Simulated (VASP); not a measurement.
Wanted: the native input for a VASP 6.6.1 run.

| Property | Result |
| --- | --- |
| Task | relaxation of cell and atoms |
| Functional | PBE |
| Potentials or basis | VASP PAW PBE potentials, release 64 (Al, B, As) |
| Cutoff | 600 eV |
| k mesh | 8 × 8 × 8 |
| Occupations | gaussian, width 0.02 eV |
| Spin | no spin polarisation |
| Dipole correction | no |
| Further INCAR settings | ALGO = Normal; EDIFF = 1e-06; IBRION = 2; EDIFFG = -0.01; NSW = 100; ISIF = 3 |

The structure of Al3BAs4 lies in POSCAR:

```
Al3BAs4
1.0
   -2.7578794386      2.7578794386      5.4642693864
    2.7578794386     -2.7578794386      5.4642693864
    2.7578794386      2.7578794386     -5.4642693864
Al B As
3 1 4
Direct
    0.0000000000      0.0000000000      0.0000000000
    0.2500000000      0.7500000000      0.5000000000
    0.7500000000      0.2500000000      0.5000000000
    0.5000000000      0.5000000000      0.0000000000
    0.6057703580      0.6057703580      0.4411985705
    0.1645717875      0.1645717875      0.5588014295
    0.8354282125      0.3942296420      0.0000000000
    0.3942296420      0.8354282125      0.0000000000
```

The input as run:

INCAR

```
SYSTEM = Al3BAs4
ALGO = Normal
EDIFF = 1E-6
EDIFFG = -0.01
ENCUT = 600
GGA = PE
IBRION = 2
ISIF = 3
ISMEAR = 0
LASPH = .TRUE.
LCHARG = .FALSE.
LREAL = .FALSE.
LWAVE = .FALSE.
NELM = 100
NSW = 100
PREC = Accurate
SIGMA = 0.02
```

KPOINTS

```
k-points
0
G
  8 8 8
  0 0 0
```

Potentials or basis: VASP PAW PBE potentials, release 64 (Al, B, As).

The run is started by

```console
$ cat potpaw_PBE.64/Al/POTCAR potpaw_PBE.64/B/POTCAR potpaw_PBE.64/As/POTCAR > POTCAR
$ mpirun -np 1 vasp_std > vasp.out
```

It gave:

```
Relaxed volume                         : 20.86 Å³/atom
Relaxed cell                           : a = 6.722 Å, b = 6.722 Å, c = 6.722 Å, α = 131.50°, β = 131.50°, γ = 71.02°
Space group after relaxing (to 0.05 Å) : I-42m (No. 121)
Energy gained by relaxing              : 0.1 meV/atom
Ionic steps                            : 3
Pressure after relaxing                : 0.0 GPa
Largest force after relaxing           : 0.008 eV/Å
Band gap on the k mesh                 : 1.07 eV, direct
```

Run time: 7.3 min on 1 thread of Intel(R) Xeon(R) 6975P-C (Granite Rapids), with other jobs on the host, peak memory 0.58 GiB.
